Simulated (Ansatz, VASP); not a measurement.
## Yb in VASP and in Ansatz

INCAR

```
PREC = Accurate ; ENCUT = 520
EDIFF = 1E-6 ; ISMEAR = -1
SIGMA = 0.05 ; LREAL = False
LASPH = True ; NELM = 80
ALGO = Normal ; ISIF = 2
LWAVE = False ; LCHARG = True
GGA = PE ; LELF = True
LVHAR = True ; NBANDS = 18
```

The input KPOINTS:

```
regular mesh
0
Gamma
  12 12 12
```

The input POSCAR:

```
Yb
1.0
    0.0000000000      2.7431000000      2.7431000000
    2.7431000000      0.0000000000      2.7431000000
    2.7431000000      2.7431000000      0.0000000000
Yb
1
Direct
    0.0000000000      0.0000000000      0.0000000000
```

Input for Ansatz:

```yaml
crystal:
  lattice:
    - [0.0, 2.7431, 2.7431]
    - [2.7431, 0.0, 2.7431]
    - [2.7431, 2.7431, 0.0]
  atoms:
    - { symbol: Yb, position: [0.0, 0.0, 0.0] }
kpoints:
  mp_grid: { grid: [12, 12, 12] }
  band_path:
    path:
      - [0.0, 0.0, 0.0]
      - [0.5, 0.0, 0.5]
      - [0.625, 0.25, 0.625]
      - [0.375, 0.375, 0.75]
      - [0.0, 0.0, 0.0]
      - [0.5, 0.5, 0.5]
      - [0.5, 0.25, 0.75]
      - [0.5, 0.0, 0.5]
    npoints: 14
scf:
  occupations: { method: fermi_dirac, width: 0.05 }
hamiltonian:
  xc: pbe
  pseudopotentials: { kind: all_electron, lapw: { basis_error: 0.00025 } }
output:
  forces: true
  stress: true
  eigenvalues: true
  populations: true
  dos: { projected: true, de: 0.2, e_range: [-14, 8] }
```

Alike in both runs: task single point; functional PBE; k mesh 12 × 12 × 12; occupations fermi-dirac, width 0.05 eV; no spin polarisation.

|  | VASP | Ansatz |
| --- | --- | --- |
| version | VASP 6.6.1 | Ansatz 0.2.0 |
| potentials or method | VASP PAW PBE potentials, release 64 (Yb), cutoff 520 eV | all-electron LAPW, scalar-relativistic |

Ansatz gave:

| Property | Result |
| --- | --- |
| pressure (GPa) | -2.1 |

Problem. What did VASP give for the same quantities?

Solution. Pressure (GPa): -2.3.

Ansatz ran all-electron here, and VASP with PAW potentials.

Spin-orbit coupling is off throughout.
